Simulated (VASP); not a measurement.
Crystal: Te2Mo.

```
CELL_PARAMETERS angstrom
3.51820 0.00000 0.00000
-1.75910 3.04685 0.00000
0.00000 0.00000 13.97360
ATOMIC_POSITIONS crystal
Te 0.66667 0.33333 0.37900
Te 0.33333 0.66667 0.87900
Te 0.66667 0.33333 0.12100
Te 0.33333 0.66667 0.62100
Mo 0.66667 0.33333 0.75000
Mo 0.33333 0.66667 0.25000
```

Base run:

* Program: VASP 6.6.1
* Functional: r2SCAN
* Potentials or basis: VASP PAW PBE potentials, release 64 (Te, Mo_sv)
* Cutoff: 520 eV
* k mesh: 9 × 9 × 2
* Occupations: fermi-dirac, width 0.05 eV
* Spin: no spin polarisation
* Hubbard terms: Mo d U = 7.0 eV

Its results: band gap on the k mesh 0.89 eV, indirect (least direct gap 1.08 eV); pressure 5.0 GPa; largest force 0.348 eV/Å.

Task: The run is repeated on the same cell with these changes: hubbard terms from Mo d U = 7.0 eV to none; dispersion from none to D4. What comes out?

Result: Band gap on the k mesh 0.89 eV, indirect (least direct gap 1.13 eV); pressure 1.3 GPa; largest force 0.048 eV/Å.

Several settings changed at once, so the effect can't be laid on one alone.

Caveats: the PAW data sets were made with another functional, which shifts forces and pressure a little; spin-orbit coupling is left out, which moves the levels of the heavy elements; the U is typed as a test and isn't derived for this compound (some runs).

A k mesh can miss the band edges.
